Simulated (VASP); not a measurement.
# Sn (Im-3m) in VASP: further runs

The runs below take Sn through single point, relaxation of cell and atoms, with PBE.

Everything below comes from runs of VASP 6.6.1. Logs are shortened: lines on timing, memory, paths and dates and some standing lists are left out, and cuts for length are marked.

**1. The cell of the first run**

Symmetry: Im-3m, No. 229, cubic system. The conventional cell has a = 3.677 Å, b = 3.677 Å, c = 3.677 Å, α = 90.00°, β = 90.00°, γ = 90.00°. Sn (site symmetry m-3m) has 14 Sn at 3.18 to 3.68 Å within 4.2 Å.

**2. Single point, PBE (volume scaled by 0.9)**

The input, INCAR:

```
SYSTEM = Sn
ALGO     = Normal         ! electronic algorithm
EDIFF    = 1E-6           ! SCF threshold, eV
ENCUT    = 520            ! plane-wave cutoff, eV
GGA      = PE             ! functional
ISIF     = 2              ! what is computed and relaxed
ISMEAR   = -1             ! smearing method
LASPH    = .True.         ! aspherical terms in the spheres
LCHARG   = .False.        ! write CHGCAR
LREAL    = .False.        ! projectors in reciprocal space
LWAVE    = .False.        ! write WAVECAR
NBANDS   = 13             ! bands
NELM     = 60             ! most SCF steps
PREC     = Accurate       ! precision mode
SIGMA    = 0.1            ! smearing width, eV
```

The input, KPOINTS:

```
k-points
0
Gamma
  14 14 14
  0 0 0
```

The input, POSCAR:

```
Sn
1.0
   -1.8386710280      1.8386710280      1.8386710280
    1.8386710280     -1.8386710280      1.8386710280
    1.8386710280      1.8386710280     -1.8386710280
Sn
1
Direct
    0.0000000000      0.0000000000      0.0000000000
```

Potentials or basis: VASP PAW PBE potentials, release 64 (Sn_d).

Launch:

```sh
> cat potpaw_PBE.64/Sn_d/POTCAR > POTCAR
> mpirun -np 1 vasp_std > vasp.out
```

OUTCAR:

```text
SYSTEM = Sn
   EDIFF = 1E-6
   ENCUT = 520
   GGA = PE
   ISIF = 2
   ISMEAR = -1
   LASPH = .True.
   LREAL = .False.
   NELM = 60
   PREC = Accurate

 ion  position               nearest neighbor table
   1  0.000  0.000  0.000-

  LATTYP: Found a body centered cubic cell.
 ALAT       =     3.6773420560

  Lattice vectors:

 A1 = (  -1.8386710280,   1.8386710280,   1.8386710280)
 A2 = (   1.8386710280,  -1.8386710280,   1.8386710280)
 A3 = (   1.8386710280,   1.8386710280,  -1.8386710280)

Analysis of symmetry for initial positions (statically):
=====================================================================
 Subroutine PRICEL returns:
 Original cell was already a primitive cell.

 Routine SETGRP: Setting up the symmetry group for a
 body centered cubic supercell.

 Subroutine GETGRP returns: Found 48 space group operations
 (whereof 48 operations were pure point group operations)
 out of a pool of 48 trial point group operations.

The static configuration has the point symmetry O_h .

Analysis of symmetry for dynamics (positions and initial velocities):
=====================================================================
 Subroutine PRICEL returns:
 Original cell was already a primitive cell.

 Routine SETGRP: Setting up the symmetry group for a
 body centered cubic supercell.

 Subroutine GETGRP returns: Found 48 space group operations
 (whereof 48 operations were pure point group operations)
 out of a pool of 48 trial point group operations.

The dynamic configuration has the point symmetry O_h .

 Subroutine INISYM returns: Found 48 space group operations
 (whereof 48 operations are pure point group operations),
 and found     1 'primitive' translations

----------------------------------------------------------------------------------------

                                     Primitive cell

  volume of cell :      24.8641

  direct lattice vectors                    reciprocal lattice vectors
    -1.838671028  1.838671028  1.838671028     0.000000000  0.271935541  0.271935541
     1.838671028 -1.838671028  1.838671028     0.271935541  0.000000000  0.271935541
     1.838671028  1.838671028 -1.838671028     0.271935541  0.271935541  0.000000000

  length of vectors
     3.184671639  3.184671639  3.184671639     0.384574930  0.384574930  0.384574930

  position of ions in fractional coordinates (direct lattice)
     0.000000000  0.000000000  0.000000000

  ion indices of the primitive-cell ions
   primitive index   ion index
                 1           1

----------------------------------------------------------------------------------------

 KPOINTS: k-points

Automatic generation of k-mesh.
 Grid dimensions read from file:
 generate k-points for:   14   14   14

 Generating k-lattice:

  Cartesian coordinates                     Fractional coordinates (reciprocal lattice)
     0.000000000  0.019423967  0.019423967     0.071428571  0.000000000  0.000000000
     0.019423967  0.000000000  0.019423967     0.000000000  0.071428571  0.000000000
     0.019423967  0.019423967  0.000000000     0.000000000  0.000000000  0.071428571

  Length of vectors
     0.027469638  0.027469638  0.027469638

  Shift w.r.t. Gamma in fractional coordinates (k-lattice)
     0.000000000  0.000000000  0.000000000

 Subroutine IBZKPT returns following result:
 ===========================================

 Found    104 irreducible k-points:

 Following reciprocal coordinates:
            Coordinates               Weight
  0.000000  0.000000  0.000000      1.000000
  0.071429  0.000000  0.000000     12.000000
  0.142857  0.000000  0.000000     12.000000
  0.214286  0.000000  0.000000     12.000000
  0.285714  0.000000  0.000000     12.000000
  0.357143  0.000000  0.000000     12.000000
[... 16 lines left out ...]
  0.285714  0.285714  0.000000     24.000000
  0.357143  0.285714  0.000000     24.000000
 [... further k-points ...]
   k-points           NKPTS =    104   k-points in BZ     NKDIM =    104   number of bands    NBANDS=     13
   number of dos      NEDOS =    301   number of ions     NIONS =      1
   total plane-waves  NPLWV =  13824
   dimension x,y,z NGX =    24 NGY =   24 NGZ =   24
   dimension x,y,z NGXF=    48 NGYF=   48 NGZF=   48
   ions per type =               1
   NGX,Y,Z   is equivalent  to a cutoff of  12.53, 12.53, 12.53 a.u.
   NGXF,Y,Z  is equivalent  to a cutoff of  25.06, 25.06, 25.06 a.u.
 SYSTEM =  Sn
   PREC   = accura    normal or accurate (medium, high low for compatibility)
   ISTART =      0    job   : 0-new  1-cont  2-samecut
   ICHARG =      2    charge: 1-file 2-atom 10-const
   ISPIN  =      1    spin polarized calculation?
   LNONCOLLINEAR =      F non collinear calculations
   LSORBIT =      F    spin-orbit coupling
   LASPH  =      T    aspherical Exc in radial PAW
   ENCUT  =  520.0 eV  38.22 Ry    6.18 a.u.   5.92  5.92  5.92*2*pi/ulx,y,z
   NELM   =     60;   NELMIN=  2; NELMDL= -5     # of ELM steps
   EDIFF  = 0.1E-05   stopping-criterion for ELM
   LREAL  =      F    real-space projection
   EDIFFG = 0.1E-04   stopping-criterion for IOM
   NSW    =      0    number of steps for IOM
   IBRION =     -1    ionic relax: 0-MD 1-quasi-New 2-CG
   NFREE  =      0    steps in history (QN), initial steepest desc. (CG)
   ISIF   =      2    stress and relaxation
   ISYM   =      2    0-nonsym 1-usesym 2-fastsym
   POTIM  = 0.5000    time-step for ionic-motion
   TEBEG  =    0.0;   TEEND  =   0.0 temperature during run
   PSTRESS=    0.0 pullay stress
   NELECT =      14.0000    total number of electrons
   NUPDOWN=      -1.0000    fix difference up-down
   EMIN   =  10.00;   EMAX   =-10.00  energy-range for DOS
   EFERMI =   0.00;   METHOD = LEGACY
   ISMEAR =    -1;   SIGMA  =   0.10  broadening in eV -4-tet -1-fermi 0-gaus
   EFERMI_NEDOS =   21; number of points for ismear=-14 and -15
   IALGO  =     38    algorithm
   IMIX   =      4    mixing-type and parameters
     AMIX     =   0.40;   BMIX     =  1.00
     AMIX_MAG =   1.60;   BMIX_MAG =  1.00
  volume/ion in A,a.u.               =      24.86       167.79
  Fermi-wavevector in a.u.,A,eV,Ry     =   1.351845  2.554616 24.864432  1.827484
  Thomas-Fermi vector in A             =   2.479233
   LORBIT       =      0    0 simple, 1 ext, 2 COOP (PROOUT), +10 PAW based schemes
   GGA     = PE    functional components
[... 5 lines left out ...]
 non-spin polarized calculation
  energy-cutoff  :      520.00
  volume of cell :       24.86
 maximum number of plane-waves:       682
   NGX = 11   NGY = 11   NGZ = 11

 number of electron      14.0000007 magnetization

 Free energy of the ion-electron system (eV)
  ---------------------------------------------------
  ext. energy  EPLUGINS =         0.00000000
  ---------------------------------------------------
  free energy    TOTEN  =        -3.73720167 eV

  energy without entropy =       -3.72187254  energy(sigma->0) =       -3.72953710

 E-fermi :   9.2142     XC(G=0): -10.7930

 val. band max:        9.1786771039   @ k =   0.5000   0.5000   0.3571
 cond. band min:       9.2145199223   @ k =  -0.2857   0.3571   0.1429
 fundamental gap:      0.0358428184
 Fermi energy:         9.2142224888

 k-point     1 :       0.0000    0.0000    0.0000
  band No.  band energies     occupation
      1     -12.4129      2.00000
      2     -12.4129      2.00000
      3     -12.4129      2.00000
      4     -12.2323      2.00000
      5     -12.2323      2.00000
      6      -2.5483      2.00000
      7      18.0533      0.00000
      8      18.0533      0.00000
      9      18.0533      0.00000
     10      21.5063      0.00000
     11      21.5063      0.00000
     12      21.5063      0.00000
     13      22.6339      0.00000

 k-point     2 :       0.0714    0.0000    0.0000
  band No.  band energies     occupation
      1     -12.4160      2.00000
      2     -12.4087      2.00000
      3     -12.3989      2.00000
      4     -12.2357      2.00000
      5     -12.2326      2.00000
      6      -2.4284      2.00000
      7      16.9578      0.00000
      8      17.5289      0.00000
      9      17.8586      0.00000
     10      20.4814      0.00000
     11      20.7879      0.00000
     12      21.3025      0.00000
     13      23.2161      0.00000

 k-point     3 :       0.1429    0.0000    0.0000
  band No.  band energies     occupation
      1     -12.4246      2.00000
      2     -12.3981      2.00000
      3     -12.3596      2.00000
      4     -12.2445      2.00000
      5     -12.2336      2.00000
      6      -2.0677      2.00000
      7      14.6520      0.00000
      8      16.4679      0.00000
      9      17.3141      0.00000
     10      19.5745      0.00000
     11      19.8784      0.00000
     12      21.2738      0.00000
     13      23.6106      0.00000

 k-point     4 :       0.2143    0.0000    0.0000
  band No.  band energies     occupation
      1     -12.4370      2.00000
      2     -12.3872      2.00000
      3     -12.3022      2.00000
      4     -12.2537      2.00000
      5     -12.2349      2.00000
      6      -1.4646      2.00000
      7      12.1468      0.00000
      8      15.3762      0.00000
      9      16.6063      0.00000
     10      18.8841      0.00000
     11      19.1192      0.00000
     12      21.6842      0.00000
     13      24.0066      0.00000

 k-point     5 :       0.2857    0.0000    0.0000
  band No.  band energies     occupation
      1     -12.4508      2.00000
      2     -12.3833      2.00000
      3     -12.2569      2.00000
      4     -12.2377      2.00000
      5     -12.2364      2.00000
      6      -0.6191      2.00000
      7       9.7330      0.01111
      8      14.4370      0.00000
      9      15.9355      0.00000
     10      18.3602      0.00000
     11      18.5313      0.00000
     12      22.4367      0.00000
     13      24.4610      0.00000
[... 257 lines left out ...]
 k-point    22 :       0.3571    0.2143    0.0000
  band No.  band energies     occupation
      1     -12.4399      2.00000
      2     -12.3484      2.00000
      3     -12.2626      2.00000
      4     -12.2422      2.00000
      5     -12.1716      2.00000
      6       3.0552      2.00000
      7       5.5526      2.00000
      8       8.9612      1.85243
      9      13.7263      0.00000
     10      19.6271      0.00000
     11      22.3104      0.00000
     12      23.7454      0.00000
     13      24.2399      0.00000

 k-point    23 :       0.2857    0.2857    0.0000
  band No.  band energies     occupation
      1     -12.4346      2.00000
      2     -12.3294      2.00000
      3     -12.2725      2.00000
      4     -12.2402      2.00000
      5     -12.1862      2.00000
      6       3.0103      2.00000
      7       6.4599      2.00000
      8       7.7822      2.00000
      9      13.6460      0.00000
     10      20.6959      0.00000
     11      21.0889      0.00000
     12      23.7368      0.00000
     13      26.6915      0.00000

 k-point    24 :       0.3571    0.2857    0.0000
  band No.  band energies     occupation
      1     -12.4335      2.00000
      2     -12.3154      2.00000
      3     -12.2824      2.00000
      4     -12.2278      2.00000
      5     -12.1975      2.00000
      6       3.7467      2.00000
      7       5.8988      2.00000
      8       7.2622      2.00000
      9      13.5469      0.00000
     10      20.7622      0.00000
     11      22.0621      0.00000
     12      22.4374      0.00000
     13      26.8284      0.00000

 [... further k-points ...]
[... 5 lines left out ...]
  --------------------------------------------------------------------------------------
  -------------------------------------------------------------------------------------
  Total        0.9966656      0.9966656      0.9966656     -0.0000000     -0.0000000     -0.0000000
  in kB       64.2226093     64.2226093     64.2226093     -0.0000000     -0.0000000     -0.0000000
  external PRESSURE =      64.2226093 kB  Pullay stress =       0.0000000 kB

 VOLUME and BASIS-vectors are now :
 -----------------------------------------------------------------------------
  energy-cutoff  :      520.00
  volume of cell :       24.86
      direct lattice vectors                 reciprocal lattice vectors
    -1.838671028  1.838671028  1.838671028     0.000000000  0.271935541  0.271935541
     1.838671028 -1.838671028  1.838671028     0.271935541  0.000000000  0.271935541
     1.838671028  1.838671028 -1.838671028     0.271935541  0.271935541  0.000000000

 POSITION                                       TOTAL-FORCE (eV/Angst)
 -----------------------------------------------------------------------------------
      0.00000      0.00000      0.00000         0.000000     -0.000000      0.000000
 -----------------------------------------------------------------------------------
    total drift:                               -0.000000      0.000000      0.000000

  FREE ENERGIE OF THE ION-ELECTRON SYSTEM (eV)
  ---------------------------------------------------
  free  energy   TOTEN  =        -3.7372016676 eV

  energy  without entropy=       -3.7218725369  energy(sigma->0) =       -3.72953710
```

Wall time 11 s (1 thread of AMD EPYC 9R45 (Zen 5), shared host); peak memory 0.13 GiB.

What came out:

| Item | Value |
| --- | --- |
| Free energy | -3.7372 eV |
| Pressure | 6.4 GPa |
| Band gap on the k mesh | zero (band 7 reaches 18.05 eV, above the bottom of band 8 at 6.50 eV) |

Levels at points of the mesh, in eV from the Fermi level:
```csv
k point,band 3,band 4,band 5,band 6,band 7,band 8,band 9,band 10,band 11,band 12
"(0.00, 0.00, 0.00)",-21.63,-21.45,-21.45,-11.76,8.84,8.84,8.84,12.29,12.29,12.29
"(0.50, 0.00, 0.00)",-21.46,-21.45,-21.34,-6.51,-4.89,3.92,5.76,8.50,8.57,15.81
"(0.50, 0.50, 0.50)",-21.36,-21.36,-21.36,-1.92,-0.58,-0.58,-0.58,3.81,3.81,18.68
```

Caveat: the cell differs from its parent crystal (volume scaled by 0.9); spin-orbit coupling is left out, which moves the levels of the heavy elements.

**3. Single point, PBE (volume scaled by 0.9)**

The input, INCAR:

```
PREC = Accurate ; ENCUT = 520
EDIFF = 1E-6 ; ISMEAR = -1
SIGMA = 0.1 ; LREAL = False
LASPH = True ; NELM = 60
ALGO = Normal ; ISIF = 2
LWAVE = False ; LCHARG = False
GGA = PE ; NBANDS = 13
```

The input, KPOINTS:

```
Automatic mesh
0
Gamma
  14 14 14
```

POSCAR is that of step 2.

Potentials or basis: VASP PAW PBE potentials, release 64 (Sn_d).

Launch:

```sh
> cat potpaw_PBE.64/Sn_d/POTCAR > POTCAR
> mpirun -np 1 vasp_std > vasp.out
```

Run time: 11 s. Hardware: 1 thread of AMD EPYC 9R45 (Zen 5), shared host; peak memory 0.13 GiB.

Results (log left out):

| Quantity | Value |
| --- | --- |
| Free energy | -3.7372 eV |
| Pressure | 6.4 GPa |
| Band gap on the k mesh | zero (band 7 reaches 18.05 eV, above the bottom of band 8 at 6.50 eV) |

Levels at points of the mesh, in eV from the Fermi level:
```csv
k point,band 5,band 6,band 7,band 8,band 9,band 10
"(0.00, 0.00, 0.00)",-21.45,-11.76,8.84,8.84,8.84,12.29
"(0.50, 0.00, 0.00)",-21.34,-6.51,-4.89,3.92,5.76,8.50
"(0.50, 0.50, 0.50)",-21.36,-1.92,-0.58,-0.58,-0.58,3.81
```

Caveat: the cell differs from its parent crystal (volume scaled by 0.9); spin-orbit coupling is left out, which moves the levels of the heavy elements.

**4. Single point, PBE**

This run uses another cell than the first one, of 27.63 Å³/atom, 1.111 times its volume.

The input, INCAR:

```
SYSTEM = Sn
PREC     = Accurate       ! precision mode
ENCUT    = 520            ! plane-wave cutoff, eV
EDIFF    = 1E-6           ! SCF threshold, eV
ISMEAR   = -1             ! smearing method
SIGMA    = 0.1            ! smearing width, eV
LREAL    = .FALSE.        ! projectors in reciprocal space
LASPH    = .TRUE.         ! aspherical terms in the spheres
NELM     = 100            ! most SCF steps
ALGO     = Normal         ! electronic algorithm
ISIF     = 2              ! what is computed and relaxed
LWAVE    = .FALSE.        ! write WAVECAR
LCHARG   = .FALSE.        ! write CHGCAR
GGA      = PE             ! functional
NBANDS   = 13             ! bands
```

The input, KPOINTS:

```
Automatic mesh
0
G
  14 14 14
  0 0 0
```

The input, POSCAR:

```
Sn
1.0
   -1.9043927953      1.9043927953      1.9043927953
    1.9043927953     -1.9043927953      1.9043927953
    1.9043927953      1.9043927953     -1.9043927953
Sn
1
Direct
    0.0000000000      0.0000000000      0.0000000000
```

Launch:

```sh
> cat potpaw_PBE.64/Sn_d/POTCAR > POTCAR
> mpirun -np 1 vasp_std > vasp.out
```

Wall time 17 s (1 thread of AMD EPYC 9R45 (Zen 5), shared host); peak memory 0.14 GiB.

It converged, with:

```yaml
Free_energy: -3.7877 eV
Pressure: 0.0 GPa
Band_gap_on_the_k_mesh: zero (band 7 reaches 15.71 eV, above the bottom of band 8 at 5.53 eV)
```

Levels at points of the mesh, in eV from the Fermi level:
```csv
k point,band 3,band 4,band 5,band 6,band 7,band 8,band 9,band 10,band 11,band 12
"(0.00, 0.00, 0.00)",-21.55,-21.42,-21.42,-10.96,7.83,7.83,7.83,12.09,12.09,12.09
"(0.50, 0.00, 0.00)",-21.42,-21.42,-21.34,-6.38,-4.33,3.56,5.39,7.87,8.21,14.84
"(0.50, 0.50, 0.50)",-21.36,-21.36,-21.36,-2.55,-0.45,-0.45,-0.45,3.85,3.85,18.12
```

Caveat: spin-orbit coupling is left out, which moves the levels of the heavy elements.

(Continued in part 2 of 2.)
